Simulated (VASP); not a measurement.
Input of a VASP 6.6.1 run:

File INCAR:

```
  PREC = Accurate
  ENCUT = 520
  EDIFF = 1E-7
  ISMEAR = 0
  SIGMA = 0.1
  LREAL = False
  LASPH = True
  NELM = 60
  ALGO = Normal
  ISIF = 2
  LWAVE = False
  LCHARG = False
  GGA = PE
  NBANDS = 50
```

The input KPOINTS:

```
regular mesh
0
Gamma
  4 4 4
```

Contents of POSCAR:

```
Sn4SeS3
1.0
    4.2120904100     -5.9567953900      0.0000000000
    4.2120904100      5.9567953900      0.0000000000
    0.0000000000      0.0000000000      4.2120904100
Sn Se S
4 1 3
Direct
    0.2500000000      0.7500000000      0.0000000000
    0.7500000000      0.2500000000      0.0000000000
    0.2500000000      0.2500000000      0.5000000000
    0.7500000000      0.7500000000      0.5000000000
    0.0000000000      0.0000000000      0.0000000000
    0.5000000000      0.5000000000      0.0000000000
    0.0000000000      0.5000000000      0.5000000000
    0.5000000000      0.0000000000      0.5000000000
```

Potentials or basis: VASP PAW PBE potentials, release 64 (Sn_d, Se, S).

Run with:

```sh
$ cat potpaw_PBE.64/Sn_d/POTCAR potpaw_PBE.64/Se/POTCAR potpaw_PBE.64/S/POTCAR > POTCAR
$ mpirun -np 1 vasp_std > vasp.out
```

(1) Predict the band gap on the k mesh.

(2) Predict the largest force.

(3) What does it give for the pressure?

Answers

(1) 0.32 eV.

(2) 0.438 eV/Å.

(3) -1.6 GPa.

Caveat: spin-orbit coupling is left out, which moves the levels of the heavy elements.
